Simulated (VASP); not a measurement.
BN: single point with PBE

BN:

```xyz
32
Lattice="-3.6241 3.6241 -3.6241 3.6241 3.6241 3.6241 3.6241 -3.6241 -3.6241" Properties=species:S:1:pos:R:3 pbc="T T T"
B     0.0000    0.0000    0.0000
B     3.6241   -1.8121   -1.8121
B     3.6241    0.0000    0.0000
B     3.6241    1.8121    1.8121
B     1.8121   -1.8121   -3.6241
B     1.8121    0.0000   -1.8121
B     1.8121    1.8121    0.0000
B     1.8121    3.6241    1.8121
B     0.0000    0.0000   -3.6241
B     0.0000    1.8121   -1.8121
B     0.0000    3.6241    0.0000
B     3.6241    1.8121   -1.8121
B    -1.8121    1.8121   -3.6241
B    -1.8121    3.6241   -1.8121
B     1.8121    1.8121   -3.6241
B     1.8121    3.6241   -1.8121
N     0.9060   -0.9060   -0.9060
N     0.9060    0.9060    0.9060
N     4.5301   -0.9060   -0.9060
N     4.5301    0.9060    0.9060
N    -0.9060    0.9060   -0.9060
N     2.7181   -0.9060   -2.7181
N     2.7181    0.9060   -0.9060
N     2.7181    2.7181    0.9060
N     0.9060   -0.9060   -4.5301
N     0.9060    0.9060   -2.7181
N     0.9060    2.7181   -0.9060
N     0.9060    4.5301    0.9060
N    -0.9060    0.9060   -4.5301
N    -0.9060    2.7181   -2.7181
N    -0.9060    4.5301   -0.9060
N     2.7181    2.7181   -2.7181
```

* Program: VASP 6.6.1
* Task: single point
* Functional: PBE
* Potentials or basis: VASP PAW PBE potentials, release 64 (B, N)
* Cutoff: 600 eV
* k mesh: 1 × 1 × 1
* Occupations: fermi-dirac, width 0.01 eV
* Spin: no spin polarisation

- Pressure: 2.6 GPa
- Band gap on the k mesh: 4.40 eV

Levels at points of the mesh, in eV from the valence-band top:
```tsv
k point	band 61	band 62	band 63	band 64	band 65	band 66	band 67	band 68
(0.00, 0.00, 0.00)	-2.09	0.00	0.00	0.00	4.40	4.40	4.40	8.72
```

It took 20 s on 1 thread of Intel(R) Xeon(R) 6975P-C (Granite Rapids), with other jobs on the host, peak memory 0.32 GiB.

Caveat: the k points lie up to 1.23 Å⁻¹ apart; an odd mesh through Γ misses points on the zone boundary, where band edges can lie.
